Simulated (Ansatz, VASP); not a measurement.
**Two plane-wave programs on CoO**

INCAR

```
PREC     = Accurate       # precision mode
ENCUT    = 520            # plane-wave cutoff, eV
EDIFF    = 1E-8           # SCF threshold, eV
ISMEAR   = -1             # smearing method
SIGMA    = 0.05           # smearing width, eV
LREAL    = F              # projectors in reciprocal space
LASPH    = T              # aspherical terms in the spheres
NELM     = 150            # most SCF steps
ALGO     = Normal         # electronic algorithm
ISIF     = 2              # what is computed and relaxed
LWAVE    = F              # write WAVECAR
LCHARG   = F              # write CHGCAR
ISPIN    = 2              # spin polarisation
MAGMOM   = 2 0            # initial moments
LORBIT   = 11             # projections on sites
LMAXMIX  = 4              # l up to which the mixer works
GGA      = PE             # functional
LEFG     = T            
NBANDS   = 18             # bands
```

KPOINTS

```
regular mesh
0
Gamma
  13 13 13
```

POSCAR

```
CoO
1.0
    0.0000000000      2.2864418442      2.2864418442
    2.2864418442      0.0000000000      2.2864418442
    2.2864418442      2.2864418442      0.0000000000
Co O
1 1
Direct
    0.0000000000      0.0000000000      0.0000000000
    0.2500000000      0.2500000000      0.2500000000
```

Input for Ansatz:

```yaml
crystal:
  lattice:
    - [0.0, 2.2864418442, 2.2864418442]
    - [2.2864418442, 0.0, 2.2864418442]
    - [2.2864418442, 2.2864418442, 0.0]
  atoms:
    - { symbol: Co, position: [0.0, 0.0, 0.0], spin: 2.0 }
    - { symbol: O, position: [0.25, 0.25, 0.25] }
magnetization:
  spin_polarized: true
kpoints:
  mp_grid: { grid: [13, 13, 13] }
scf:
  occupations: { method: fermi_dirac, width: 0.05 }
hamiltonian:
  xc: pbe
  pseudopotentials: { kind: paw }
output:
  forces: true
  stress: true
  eigenvalues: true
  efg: { contact_densities: true }
```

Change from the starting cell: volume scaled by 1.05, PAW files.

Alike in both runs: task electric field gradients; functional PBE; k mesh 13 × 13 × 13; occupations fermi-dirac, width 0.05 eV; collinear spin.

|  | VASP | Ansatz |
| --- | --- | --- |
| version | VASP 6.6.1 | Ansatz 0.2.0 |
| potentials or method | VASP PAW PBE potentials, release 64 (Co, O) | PAW with Ansatz's default frozen-core files, scalar-relativistic |
| plane-wave cutoff (eV) | 520 | 420 |
| valence electrons in the cell | 15 | 23 |

```tsv
	VASP	Ansatz	Ansatz less VASP
pressure (GPa)	-5.6	-5.5	+0.12
net moment per atom (μB)	1.44	1.44	+0.008
size of the moment on the site where the two differ most (μB)	2.47	2.33	-0.137
```

Site moments also hang on the region over which each program counts them. The functional is the same, so the differences come from potentials, cutoffs and numerics. VASP's potentials hold 15 valence electrons a cell and Ansatz's 23, so a difference there can come from the potentials and not from the codes.
